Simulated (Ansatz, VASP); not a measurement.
# Ba in VASP and in Ansatz

```
CELL_PARAMETERS angstrom
3.99965 0.00000 0.00000
0.00000 3.99965 0.00000
0.00000 0.00000 3.60554
ATOMIC_POSITIONS crystal
Ba 0.50000 0.50000 0.50000
```

Alike in both runs: task single point; functional PBE; k mesh 7 × 7 × 7; occupations gaussian, width 0.1 eV; no spin polarisation.

```csv
,VASP,Ansatz
version,VASP 6.6.1,Ansatz 0.2.0
potentials or method,"VASP PAW PBE potentials, release 64 (Ba_sv), cutoff 520 eV","all-electron LAPW, scalar-relativistic"
```

Ansatz gave:

- gap on the k mesh at the Fermi level (eV): none
- pressure (GPa): 0.6
- traceless stress, the component that is largest in VASP (GPa): 2.77

Q: Estimate VASP's values.

A: gap on the k mesh at the Fermi level (eV): none; pressure (GPa): 0.8; traceless stress, the component that is largest in VASP (GPa): 2.88.

A gap of «none» marks a metal or a gap that the smearing closes. Ansatz ran all-electron here, and VASP with PAW potentials.

Spin-orbit coupling is off throughout.
